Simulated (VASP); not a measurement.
Set up this calculation in VASP 6.6.1, as the native input.

| Item | Value |
| --- | --- |
| Task | single point |
| Functional | LDA |
| Potentials or basis | VASP PAW LDA potentials, release 64 (La, Hg) |
| Cutoff | 520 eV |
| k mesh | 8 × 8 × 8 |
| Occupations | fermi-dirac, width 0.1 eV |
| Spin | no spin polarisation |
| Dipole correction | no |
| Further INCAR settings | ALGO = Normal; EDIFF = 1e-06; NBANDS = 18 |

The structure of LaHg lies in POSCAR:

```
LaHg
1.0
    3.8895901497      0.0000000000      0.0000000000
    0.0000000000      3.8895901497      0.0000000000
    0.0000000000      0.0000000000      3.8895901497
La Hg
1 1
Direct
    0.5000000000      0.5000000000      0.5000000000
    0.0000000000      0.0000000000      0.0000000000
```

The input as run:

INCAR

```
SYSTEM = LaHg
ALGO     = Normal         ! electronic algorithm
EDIFF    = 1E-6           ! SCF threshold, eV
ENCUT    = 520            ! plane-wave cutoff, eV
GGA      = CA             ! functional
ISIF     = 2              ! what is computed and relaxed
ISMEAR   = -1             ! smearing method
LASPH    = .TRUE.         ! aspherical terms in the spheres
LCHARG   = .TRUE.         ! write CHGCAR
LELF     = .TRUE.         ! ELF
LREAL    = .FALSE.        ! projectors in reciprocal space
LVHAR    = .TRUE.       
LWAVE    = .FALSE.        ! write WAVECAR
NBANDS   = 18             ! bands
NELM     = 80             ! most SCF steps
PREC     = Accurate       ! precision mode
SIGMA    = 0.1            ! smearing width, eV
```

KPOINTS

```
k-points
0
G
  8 8 8
  0 0 0
```

Potentials or basis: VASP PAW LDA potentials, release 64 (La, Hg).

Launch:

```console
$ cat potpaw_LDA.64/La/POTCAR potpaw_LDA.64/Hg/POTCAR > POTCAR
$ mpirun -np 1 vasp_std > vasp.out
```

Results of the run:

```
Pressure               : -3.7 GPa
Band gap on the k mesh : zero (an odd number of electrons rules out a gap without spin polarisation)
```

Caveat: the cell stands under tension; spin-orbit coupling is left out, which moves the levels of the heavy elements.

Wall time 52 s on 1 thread of Intel Xeon 8259CL, with other jobs on the host, peak memory 0.19 GiB.
